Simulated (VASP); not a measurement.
A run of VASP 6.6.1 is set up as follows.

The input INCAR:

```
  PREC = Accurate
  ENCUT = 600
  EDIFF = 1E-6
  ISMEAR = -1
  SIGMA = 0.05
  LREAL = F
  LASPH = T
  NELM = 120
  ALGO = Normal
  ISIF = 2
  LWAVE = F
  LCHARG = F
  GGA = B5
  ALDAX = 1.0
  AGGAX = 1.0
  AGGAC = 1.0
  ALDAC = 0.0
  IVDW = 12
  VDW_S6 = 1.0
  VDW_S8 = 2.6996
  VDW_A1 = 0.4298
  VDW_A2 = 4.2359
  NBANDS = 12
  GGA_COMPAT = F
```

KPOINTS

```
Automatic mesh
0
Gamma
  13 13 13
```

File POSCAR:

```
Cu
1.0
    0.0000000000      1.8194705475      1.8194705475
    1.8194705475      0.0000000000      1.8194705475
    1.8194705475      1.8194705475      0.0000000000
Cu
1
Direct
    0.0000000000      0.0000000000      0.0000000000
```

Potentials or basis: VASP PAW PBE potentials, release 64 (Cu).

Run with:

```console
$ cat potpaw_PBE.64/Cu/POTCAR > POTCAR
$ mpirun -np 1 vasp_std > vasp.out
```

Problem. Predict the band gap on the k mesh.

Solution. Zero (an odd number of electrons rules out a gap without spin polarisation).

Problem. Predict the dispersion energy per atom.

Solution. -1.291 eV.

Problem. What does it give for the pressure?

Solution. -10.7 GPa.

Caveat: the cell stands under tension; the PAW data sets were made with another functional, which shifts forces and pressure a little.
